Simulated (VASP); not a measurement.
Set up this calculation in VASP 6.6.1, as the native input.

```yaml
Task: single point
Functional: PBEsol
Potentials_or_basis: VASP PAW PBE potentials, release 64 (Te, Mo_sv)
Cutoff: 520 eV
k_mesh: 9 × 9 × 1
Occupations: fermi-dirac, width 0.05 eV
Spin: no spin polarisation
Dipole_correction: no
Further_INCAR_settings: ALGO = Normal; EDIFF = 1e-06; NBANDS = 64
```

The structure of Te2Mo lies in POSCAR:

```
Te2Mo
1.0
    3.4931336703      0.0000000000      0.0000000000
   -1.7465668351      3.0251424973      0.0000000000
    0.0000000000      0.0000000000     37.5031807828
Te Mo
8 4
Direct
    0.3333333333      0.6666666667      0.3281224320
    0.3333333333      0.6666666667      0.9546730596
    0.6666666667      0.3333333333      0.1416138539
    0.6666666667      0.3333333333      0.7680825051
    0.6666666667      0.3333333333      0.0453269404
    0.6666666667      0.3333333333      0.6718775680
    0.3333333333      0.6666666667      0.2319174949
    0.3333333333      0.6666666667      0.8583861461
    0.6666666667      0.3333333333      0.2800795437
    0.6666666667      0.3333333333      0.9065301561
    0.3333333333      0.6666666667      0.0934698439
    0.3333333333      0.6666666667      0.7199204563
```

One way to write it, as run:

INCAR

```
PREC     = Accurate       # precision mode
ENCUT    = 520            # plane-wave cutoff, eV
EDIFF    = 1E-6           # SCF threshold, eV
ISMEAR   = -1             # smearing method
SIGMA    = 0.05           # smearing width, eV
LREAL    = False          # projectors in reciprocal space
LASPH    = True           # aspherical terms in the spheres
NELM     = 80             # most SCF steps
ALGO     = Normal         # electronic algorithm
ISIF     = 2              # what is computed and relaxed
LWAVE    = False          # write WAVECAR
LCHARG   = False          # write CHGCAR
GGA      = PS             # functional
NBANDS   = 64             # bands
```

KPOINTS

```
regular mesh
0
Gamma
  9 9 1
```

Potentials or basis: VASP PAW PBE potentials, release 64 (Te, Mo_sv).

The run is started by

```bash
$ cat potpaw_PBE.64/Te/POTCAR potpaw_PBE.64/Mo_sv/POTCAR > POTCAR
$ mpirun -np 1 vasp_std > vasp.out
```

Results of the run:

- Largest force: 0.036 eV/Å
- Band gap on the k mesh: 0.88 eV, indirect (least direct gap 1.12 eV)

Caveat: the PAW data sets were made with another functional, which shifts forces and pressure a little; spin-orbit coupling is left out, which moves the levels of the heavy elements.

Run time: 8.7 min on 1 thread of Intel(R) Xeon(R) Platinum 8488C (Sapphire Rapids), on a shared host, peak memory 0.63 GiB.
